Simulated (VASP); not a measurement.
# Mg16CO in VASP: a series of runs

Runs on Mg16CO. Level: PBE+D3(BJ). Tasks: single point.

Everything below comes from runs of VASP 6.6.1. Logs are shortened: lines on timing, memory, paths and dates and some standing lists are left out, and cuts for length are marked.

**1. The cell of the first run**

The cell holds a slab with vacuum, 18 atoms: a = 6.302 Å, b = 6.302 Å, c = 26.358 Å, α = 90.00°, β = 90.00°, γ = 120.00°.

**2. Single point, PBE+D3(BJ)**

INCAR

```
PREC = Accurate
ENCUT = 520
EDIFF = 1E-7
ISMEAR = 0
SIGMA = 0.1
LREAL = Auto
LASPH = T
NELM = 80
ALGO = Fast
ISIF = 2
LWAVE = F
LCHARG = F
LDIPOL = T
IDIPOL = 3
DIPOL = 0.5 0.5 0.329
GGA = PE
IVDW = 12
NBANDS = 36
```

KPOINTS

```
Automatic mesh
0
Gamma
  6 6 1
```

POSCAR

```
Mg16CO
1.0
    6.3015062463      0.0000000000      0.0000000000
   -3.1507531232      5.4572644914      0.0000000000
    0.0000000000      0.0000000000     26.3584034914
Mg O C
16 1 1
Direct
    0.3333333333      0.1666666667      0.1517542594
    0.3333333333      0.6666666667      0.1517542594
    0.8333333333      0.1666666667      0.1517542594
    0.8333333333      0.6666666667      0.1517542594
    0.1666666667      0.3333333333      0.2475244132
    0.1666666667      0.8333333333      0.2475244132
    0.6666666667      0.3333333333      0.2475244132
    0.6666666667      0.8333333333      0.2475244132
    0.3333333333      0.1666666667      0.3421844648
    0.3333333333      0.6666666667      0.3421844648
    0.8333333333      0.1666666667      0.3421844648
    0.8333333333      0.6666666667      0.3421844648
    0.1666666667      0.3333333333      0.4404061686
    0.1666666667      0.8333333333      0.4404061686
    0.6666666667      0.3333333333      0.4404061686
    0.6666666667      0.8333333333      0.4404061686
    0.1666666667      0.3333333333      0.5769850020
    0.1666666667      0.3333333333      0.6206143516
```

Potentials or basis: VASP PAW PBE potentials, release 64 (Mg, O, C).

Launch:

```bash
$ cat potpaw_PBE.64/Mg/POTCAR potpaw_PBE.64/O/POTCAR potpaw_PBE.64/C/POTCAR > POTCAR
$ mpirun -np 1 vasp_std > vasp.out
```

OUTCAR:

```text
PREC = Accurate
   ENCUT = 520
   EDIFF = 1E-7
   ISMEAR = 0
   LREAL = Auto
   LASPH = T
   NELM = 80
   ISIF = 2
   GGA = PE
   IVDW = 12
 IVDW          = 12

 ion  position               nearest neighbor table
   1  0.333  0.167  0.152-   5 3.11   7 3.11   6 3.11   4 3.15   4 3.15   3 3.15   3 3.15   2 3.15
                             2 3.15
   2  0.333  0.667  0.152-   6 3.11   8 3.11   5 3.11   3 3.15   3 3.15   4 3.15   4 3.15   1 3.15
                             1 3.15
   3  0.833  0.167  0.152-   7 3.11   5 3.11   8 3.11   2 3.15   2 3.15   1 3.15   1 3.15   4 3.15
                             4 3.15
   4  0.833  0.667  0.152-   8 3.11   6 3.11   7 3.11   1 3.15   1 3.15   2 3.15   2 3.15   3 3.15
                             3 3.15
   5  0.167  0.333  0.248-   9 3.09  11 3.09  10 3.09   1 3.11   3 3.11   2 3.11   8 3.15   8 3.15
                             7 3.15   7 3.15   6 3.15   6 3.15
   6  0.167  0.833  0.248-  10 3.09  12 3.09   9 3.09   2 3.11   4 3.11   1 3.11   7 3.15   7 3.15
                             8 3.15   8 3.15   5 3.15   5 3.15
   7  0.667  0.333  0.248-  11 3.09   9 3.09  12 3.09   3 3.11   1 3.11   4 3.11   6 3.15   6 3.15
                             5 3.15   5 3.15   8 3.15   8 3.15
   8  0.667  0.833  0.248-  12 3.09  10 3.09  11 3.09   4 3.11   2 3.11   3 3.11   5 3.15   5 3.15
                             6 3.15   6 3.15   7 3.15   7 3.15
   9  0.333  0.167  0.342-   5 3.09   7 3.09   6 3.09  12 3.15  12 3.15  11 3.15  11 3.15  10 3.15
                            10 3.15  13 3.16  15 3.16  14 3.16
  10  0.333  0.667  0.342-   6 3.09   8 3.09   5 3.09  11 3.15  11 3.15  12 3.15  12 3.15   9 3.15
                             9 3.15  14 3.16  16 3.16  13 3.16
  11  0.833  0.167  0.342-   7 3.09   5 3.09   8 3.09  10 3.15  10 3.15   9 3.15   9 3.15  12 3.15
                            12 3.15  15 3.16  13 3.16  16 3.16
  12  0.833  0.667  0.342-   8 3.09   6 3.09   7 3.09   9 3.15   9 3.15  10 3.15  10 3.15  11 3.15
                            11 3.15  16 3.16  14 3.16  15 3.16
  13  0.167  0.333  0.440-  16 3.15  16 3.15  15 3.15  15 3.15  14 3.15  14 3.15   9 3.16  11 3.16
                            10 3.16
  14  0.167  0.833  0.440-  15 3.15  15 3.15  16 3.15  16 3.15  13 3.15  13 3.15  10 3.16  12 3.16
                             9 3.16
  15  0.667  0.333  0.440-  14 3.15  14 3.15  13 3.15  13 3.15  16 3.15  16 3.15  11 3.16   9 3.16
                            12 3.16
  16  0.667  0.833  0.440-  13 3.15  13 3.15  14 3.15  14 3.15  15 3.15  15 3.15  12 3.16  10 3.16
                            11 3.16
  17  0.167  0.333  0.577-  18 1.15
  18  0.167  0.333  0.621-  17 1.15

  LATTYP: Found a hexagonal cell.
 ALAT       =     6.3015062463
 C/A-ratio  =     4.1828735006

  Lattice vectors:

 A1 = (   6.3015062463,   0.0000000000,   0.0000000000)
 A2 = (  -3.1507531232,   5.4572644914,   0.0000000000)
 A3 = (   0.0000000000,   0.0000000000,  26.3584034914)

Analysis of symmetry for initial positions (statically):
=====================================================================
[... 163 lines left out ...]
  Thomas-Fermi vector in A             =   1.635095
   LORBIT       =      0    0 simple, 1 ext, 2 COOP (PROOUT), +10 PAW based schemes
   GGA     = PE    functional components
   LHFCALC =     F    Hartree Fock is set to
   AEXX    =    0.0000 exact exchange contribution
   IVDW    =    12    specifies the selected vdW correction
   LEPSILON=     F    determine dielectric tensor
   LRPA    =     F    only Hartree local field effects (RPA)
 non-spin polarized calculation
 RMM-DIIS sequential band-by-band and
 Gauss-broadening in eV      SIGMA  =   0.10
  energy-cutoff  :      520.00
  volume of cell :      906.44
 maximum number of plane-waves:     24484
 NGX is ok and might be reduce to    48
   NGX = 23   NGY = 23   NGZ = 99

 dipolmoment           0.000000      0.000000     -0.008575 electrons x Angstroem

 number of electron      41.9999994 magnetization

 dipolmoment           0.000000      0.000000      0.007749 electrons x Angstroem

 Free energy of the ion-electron system (eV)
  ---------------------------------------------------
  ext. energy  EPLUGINS =         0.00000000
  ---------------------------------------------------
  free energy    TOTEN  =       -36.36550536 eV

  energy without entropy =      -36.31814487  energy(sigma->0) =      -36.34182512

 E-fermi :  -1.0122     XC(G=0):  -4.4047

 val. band max:       -1.0785671051   @ k =   0.1667   0.1667   0.0000
 cond. band min:      -0.9515144420   @ k =   0.3333  -0.0000   0.0000
 fundamental gap:      0.1270526631
 Fermi energy:        -1.0121672826

 k-point     1 :       0.0000    0.0000    0.0000
  band No.  band energies     occupation
      1     -26.4954      2.00000
      2     -11.4423      2.00000
      3      -9.0188      2.00000
      4      -9.0188      2.00000
      5      -7.8341      2.00000
      6      -6.9792      2.00000
[... 241 lines left out ...]
     32       1.7172      0.00000
     33       1.7173      0.00000
 [bands above 33 left out]

------------------------ aborting loop because EDIFF is reached ----------------------------------------

 vacuum level on the upper side and lower side of the slab       (xc-potential included)         0.015        -0.025

 Edisp (eV)   -3.79358

 E8    (eV) :    -1.7028

  FORCE on cell =-STRESS in cart. coord.  units (eV):
  Direction    XX          YY          ZZ          XY          YZ          ZX
  --------------------------------------------------------------------------------------
  -------------------------------------------------------------------------------------
  Total      -4.69679    -4.69679     2.87183     0.00000     0.00000     0.00000
  in kB      -8.30182    -8.30182     5.07611     0.00000     0.00000     0.00000
  external pressure =       -3.84 kB  Pullay stress =        0.00 kB

 VOLUME and BASIS-vectors are now :
 -----------------------------------------------------------------------------
  energy-cutoff  :      520.00
  volume of cell :      906.44
      direct lattice vectors                 reciprocal lattice vectors
     6.301506246  0.000000000  0.000000000     0.158692218  0.091620995  0.000000000
    -3.150753123  5.457264491  0.000000000     0.000000000  0.183241989  0.000000000
     0.000000000  0.000000000 26.358403491     0.000000000  0.000000000  0.037938565

 POSITION                                       TOTAL-FORCE (eV/Angst)
 -----------------------------------------------------------------------------------
      1.57538      0.90954      4.00000         0.001357     -0.000783     -0.160875
     -0.00000      3.63818      4.00000        -0.000000      0.001566     -0.160875
      4.72613      0.90954      4.00000        -0.001357     -0.000783     -0.160875
      3.15075      3.63818      4.00000         0.000000      0.000000     -0.161550
      0.00000      1.81909      6.52435         0.000000     -0.000000      0.021240
     -1.57538      4.54772      6.52435        -0.000325     -0.000187      0.020871
[... 10 lines left out ...]
      0.00000      1.81909     15.20840         0.000000     -0.000000      0.702706
      0.00000      1.81909     16.35840         0.000000      0.000000     -0.709639
 -----------------------------------------------------------------------------------
    total drift:                               -0.000000      0.000000     -0.013210

  FREE ENERGIE OF THE ION-ELECTRON SYSTEM (eV)
  ---------------------------------------------------
  free  energy   TOTEN  =       -40.1590886423 eV

  energy  without entropy=      -40.1117281530  energy(sigma->0) =      -40.13540840

 vacuum level on the upper side and lower side of the slab         2.897         2.855
```

OSZICAR:

```text
N       E                     dE             d eps       ncg     rms          rms(c)
DAV:   1     0.145418530796E+03    0.14542E+03   -0.11710E+04   528   0.787E+02
DAV:   2    -0.118481776895E+02   -0.15727E+03   -0.15073E+03   772   0.124E+02
DAV:   3    -0.370928665043E+02   -0.25245E+02   -0.25003E+02   608   0.447E+01
[... 12 lines left out ...]
RMM:  16    -0.363654298994E+02   -0.30334E-04   -0.40282E-05   713   0.173E-02    0.537E-03
RMM:  17    -0.363654799497E+02   -0.50050E-04   -0.16805E-05   666   0.117E-02    0.276E-03
RMM:  18    -0.363654883196E+02   -0.83699E-05   -0.46244E-06   726   0.662E-03    0.159E-03
RMM:  19    -0.363655053656E+02   -0.17046E-04   -0.57777E-06   645   0.496E-03    0.662E-04
RMM:  20    -0.363655053616E+02    0.39762E-08   -0.59225E-07   556   0.254E-03
   1 F= -.40159089E+02 E0= -.40135408E+02  d E =-.473605E-01
```

stdout:

```text
POSCAR found type information on POSCAR MgO C
 POSCAR found :  3 types and      18 ions
 scaLAPACK will be used
 LDA part: xc-table for (Slater+PW92), standard interpolation
 POSCAR, INCAR and KPOINTS ok, starting setup
 FFT: planning ... GRIDC
 FFT: planning ... GRID_SOFT
 FFT: planning ... GRID
 WAVECAR not read
 entering main loop
```

Wall time 14 min (1 thread of Oxide Virtual Turin-like, shared host); peak memory 0.87 GiB.

Results:

```
Free energy                : -40.1591 eV
Largest force              : 0.710 eV/Å
Band gap on the k mesh     : zero (bands 21 and 22 overlap by 1.37 eV)
Dispersion energy per atom : -0.211 eV
```

Forces on the atoms (eV/Å):
```
Mg   0.001 -0.001 -0.161
Mg   0.000  0.002 -0.161
Mg  -0.001 -0.001 -0.161
Mg   0.000  0.000 -0.162
Mg   0.000  0.000  0.021
Mg   0.000  0.000  0.021
Mg   0.000  0.000  0.021
Mg   0.000  0.000  0.021
Mg   0.001 -0.001  0.076
Mg   0.000  0.002  0.076
Mg  -0.001 -0.001  0.076
Mg   0.000  0.000  0.073
Mg   0.000  0.000  0.070
Mg   0.001  0.000  0.065
Mg   0.000 -0.001  0.065
Mg  -0.001  0.000  0.065
O    0.000  0.000  0.703
C    0.000  0.000 -0.710
```

**3. Single point, PBE+D3(BJ)**

INCAR

```
PREC = Accurate
ENCUT = 520
EDIFF = 1E-7
ISMEAR = 0
SIGMA = 0.1
LREAL = Auto
LASPH = True
NELM = 60
ALGO = Fast
ISIF = 2
LWAVE = False
LCHARG = False
LDIPOL = True
IDIPOL = 3
DIPOL = 0.5 0.5 0.329
GGA = PE
IVDW = 12
NBANDS = 36
```

KPOINTS

```
regular mesh
0
Gamma
  6 6 1
```

Edit POSCAR of step 2 so:

```diff
@@ -24,3 +24,3 @@
     0.6666666667      0.8333333333      0.4404061686
-    0.1666666667      0.3333333333      0.5769850020
-    0.1666666667      0.3333333333      0.6206143516
+    0.3333333333      0.6666666667      0.5769850020
+    0.3333333333      0.6666666667      0.6206143516
```

Potentials or basis: VASP PAW PBE potentials, release 64 (Mg, O, C).

Launch:

```bash
$ cat potpaw_PBE.64/Mg/POTCAR potpaw_PBE.64/O/POTCAR potpaw_PBE.64/C/POTCAR > POTCAR
$ mpirun -np 1 vasp_std > vasp.out
```

It took 13 min on 1 thread of Oxide Virtual Turin-like, shared host; peak memory 0.84 GiB.

The run converged. Its results:

```
Free energy                : -40.1533 eV
Largest force              : 0.713 eV/Å
Band gap on the k mesh     : zero (bands 21 and 22 overlap by 1.37 eV)
Dispersion energy per atom : -0.211 eV
```

Forces on the atoms (eV/Å):
```
Mg   0.000  0.000 -0.162
Mg   0.000  0.000 -0.159
Mg   0.000  0.000 -0.162
Mg   0.000  0.000 -0.162
Mg   0.000  0.000  0.021
Mg   0.000  0.000  0.021
Mg   0.000  0.000  0.019
Mg   0.000  0.000  0.021
Mg  -0.001  0.000  0.074
Mg   0.000  0.000  0.078
Mg   0.001  0.000  0.074
Mg   0.000  0.001  0.074
Mg   0.000 -0.008  0.061
Mg  -0.007  0.004  0.061
Mg   0.000  0.000  0.069
Mg   0.007  0.004  0.061
O    0.000  0.000  0.713
C    0.000  0.000 -0.705
```

Levels at points of the mesh, in eV from the Fermi level:
```csv
k point,band 18,band 19,band 20,band 21,band 22,band 23,band 24,band 25
"(0.00, 0.00, 0.00)",-1.18,-1.08,-1.08,-1.08,-1.00,0.24,0.24,0.24
"(0.50, 0.00, 0.00)",-1.02,-1.01,0.16,0.18,0.61,0.61,1.41,1.50
```

(Continued in part 2 of 2.)

The gap in the log of VASP goes by the Fermi energy; the results here count the filled bands.